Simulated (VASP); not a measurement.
Wanted: the native input for a VASP 6.6.1 run.

* Task: electric field gradients
* Functional: r2SCAN
* Potentials or basis: VASP PAW PBE potentials, release 64 (Ag)
* Cutoff: 520 eV
* k mesh: 15 × 15 × 15
* Occupations: fermi-dirac, width 0.03 eV
* Spin: no spin polarisation
* Dipole correction: no
* Further INCAR settings: ALGO = Normal; EDIFF = 1e-08; NBANDS = 12

The system is Ag.

```xyz
1
Lattice="0.0000 2.0431 2.0431 2.0431 0.0000 2.0431 2.0431 2.0431 0.0000" Properties=species:S:1:pos:R:3 pbc="T T T"
Ag    0.0000    0.0000    0.0000
```

These files were run (other wordings do the same):

POSCAR

```
Ag
1.0
    0.0000000000      2.0431000000      2.0431000000
    2.0431000000      0.0000000000      2.0431000000
    2.0431000000      2.0431000000      0.0000000000
Ag
1
Direct
    0.0000000000      0.0000000000      0.0000000000
```

INCAR.step1

```
SYSTEM = Ag
PREC = Accurate
ENCUT = 520
ISMEAR = -1
SIGMA = 0.03
LREAL = .False.
LASPH = .True.
NELM = 80
NBANDS = 12
GGA = PE
ALGO = Normal
EDIFF = 1E-4
LWAVE = .True.
LCHARG = .False.
```

INCAR.step2

```
SYSTEM = Ag
PREC = Accurate
ENCUT = 520
EDIFF = 1E-8
ISMEAR = -1
SIGMA = 0.03
LREAL = .False.
LASPH = .True.
NELM = 80
ALGO = Normal
ISIF = 2
LWAVE = .False.
LCHARG = .False.
METAGGA = R2SCAN
LMIXTAU = .True.
LEFG = .True.
NBANDS = 12
ISTART = 1
```

KPOINTS

```
regular mesh
0
Gamma
  15 15 15
  0 0 0
```

Potentials or basis: VASP PAW PBE potentials, release 64 (Ag).

Run with:

```sh
$ cat potpaw_PBE.64/Ag/POTCAR > POTCAR
$ cp INCAR.step1 INCAR
$ mpirun -np 1 vasp_std > vasp.out
$ cp INCAR.step2 INCAR
$ mpirun -np 1 vasp_std > vasp.out
```

It gave:

| Item | Value |
| --- | --- |
| Pressure | 1.5 GPa |

Caveat: without QUAD_EFG the Cq values of the log hold for a quadrupole moment of 1 mb, not for the nuclei; the PAW data sets were made with another functional, which shifts forces and pressure a little.

Wall time 2.7 min on 1 thread of AMD EPYC 7R13 Processor (Zen 3), on a shared host, peak memory 0.13 GiB.
